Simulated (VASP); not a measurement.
## C: single point with PBE

Crystal: C.

```xyz
4
Lattice="2.3513 0.0000 0.0000 -1.1757 2.1361 0.0000 0.0000 0.0000 8.5653" Properties=species:S:1:pos:R:3 pbc="T T T"
C     0.0000    0.0000    0.0214
C     0.0000    0.0000    4.3041
C     0.0000    1.4240    0.0214
C     1.1757    0.7120    4.3041
```

This cell differs from its parent crystal: mode 4 frozen in at +0.000 Å, normal strain along x -0.0467.

```json
{
 "Program": "VASP 6.6.1",
 "Task": "single point",
 "Functional": "PBE",
 "Potentials or basis": "VASP PAW PBE potentials, release 64 (C)",
 "Cutoff": "520 eV",
 "k mesh": "18 × 18 × 6",
 "Occupations": "gaussian, width 0.15 eV",
 "Spin": "no spin polarisation"
}
```

| Quantity | Value |
| --- | --- |
| Pressure | 18.0 GPa |
| Largest force | 0.756 eV/Å |
| Band gap on the k mesh | 0.54 eV, direct |

Forces on the atoms (eV/Å):
```
C    0.000  0.755  0.000
C    0.000 -0.755  0.000
C    0.000 -0.756  0.000
C    0.000  0.756  0.000
```

Stress tensor (GPa, compression positive):
```
45.92  0.00  0.00
 0.00  8.03  0.00
 0.00  0.00 -0.04
```

Levels at points of the mesh, in eV from the valence-band top:
```csv
k point,band 4,band 5,band 6,band 7,band 8,band 9,band 10,band 11,band 12,band 13
"(0.00, 0.00, 0.00)",-7.62,-2.90,-2.90,-2.59,-2.59,3.08,6.34,8.30,8.30,9.64
"(0.50, 0.00, 0.00)",-13.47,-6.61,-6.60,-2.08,-1.95,1.87,2.06,7.73,7.78,11.23
"(0.00, 0.50, 0.00)",-13.35,-5.78,-5.78,-2.75,-2.62,1.88,2.11,9.53,9.57,10.61
"(0.00, 0.00, 0.50)",-7.85,-2.90,-2.90,-2.59,-2.59,4.32,4.32,8.30,8.30,9.64
"(0.50, 0.00, 0.50)",-13.48,-6.61,-6.61,-2.01,-2.01,1.95,1.95,7.76,7.76,12.04
"(0.00, 0.50, 0.50)",-13.36,-5.78,-5.78,-2.68,-2.68,1.98,1.98,9.56,9.56,11.60
```

It took 100 s on 1 thread of Intel(R) Xeon(R) Platinum 8559C (Emerald Rapids), on a shared host, peak memory 0.28 GiB.

Caveat: the cell differs from its parent crystal (mode 4 frozen in at +0.000 Å, normal strain along x -0.0467); this functional lacks dispersion, which binds the layers, so the pressure and a relaxed spacing across them are unreliable. A k mesh can miss the band edges.
